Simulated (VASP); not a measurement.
Write the native input for VASP 6.6.1 that does the following.

| Item | Value |
| --- | --- |
| Task | density of states |
| Functional | PBE |
| Potentials or basis | VASP PAW PBE potentials, release 64 (Ti_sv) |
| Cutoff | 520 eV |
| k mesh | 18 × 18 × 18 |
| Occupations | gaussian, width 0.1 eV |
| Spin | no spin polarisation |
| Dipole correction | no |
| k mesh for the DOS | 27 × 27 × 27 |
| Occupations for the DOS | tetrahedron |
| Further INCAR settings | ALGO = Normal; EDIFF = 1e-06 |

Ti:

```
Ti
1.0
     0.00000    2.05602    2.05602
     2.05602    0.00000    2.05602
     2.05602    2.05602    0.00000
Ti
1
Direct
  0.00000 0.00000 0.00000
```

These files were run (other wordings do the same):

POSCAR

```
Ti
1.0
    0.0000000000      2.0560175227      2.0560175227
    2.0560175227      0.0000000000      2.0560175227
    2.0560175227      2.0560175227      0.0000000000
Ti
1
Direct
    0.0000000000      0.0000000000      0.0000000000
```

INCAR.step1

```
SYSTEM = Ti
ALGO = Normal
EDIFF = 1E-6
ENCUT = 520
GGA = PE
ISIF = 2
ISMEAR = 0
LASPH = .TRUE.
LCHARG = .TRUE.
LMAXMIX = 4
LREAL = .FALSE.
LWAVE = .FALSE.
NBANDS = 12
NELM = 80
PREC = Accurate
SIGMA = 0.1
```

KPOINTS.step1

```
k-points
0
G
  18 18 18
  0 0 0
```

INCAR.step2

```
SYSTEM = Ti
ALGO = Normal
EDIFF = 1E-6
ENCUT = 520
GGA = PE
ICHARG = 11
ISIF = 2
ISMEAR = -5
LASPH = .TRUE.
LCHARG = .FALSE.
LMAXMIX = 4
LORBIT = 11
LREAL = .FALSE.
LWAVE = .FALSE.
NEDOS = 1001
NELM = 80
PREC = Accurate
SIGMA = 0.1
```

KPOINTS.step2

```
k-points
0
G
  27 27 27
  0 0 0
```

Potentials or basis: VASP PAW PBE potentials, release 64 (Ti_sv).

Launch:

```sh
$ cat potpaw_PBE.64/Ti_sv/POTCAR > POTCAR
$ cp INCAR.step1 INCAR
$ cp KPOINTS.step1 KPOINTS
$ mpirun -np 1 vasp_std > vasp.out
$ cp INCAR.step2 INCAR
$ cp KPOINTS.step2 KPOINTS
$ mpirun -np 1 vasp_std > vasp.out
```

It gave:

* Valence electrons inside the program's atomic spheres: Ti 10.25

It took 70 s on 1 thread of Intel(R) Xeon(R) Platinum 8488C (Sapphire Rapids) (shared host), peak memory 0.22 GiB.
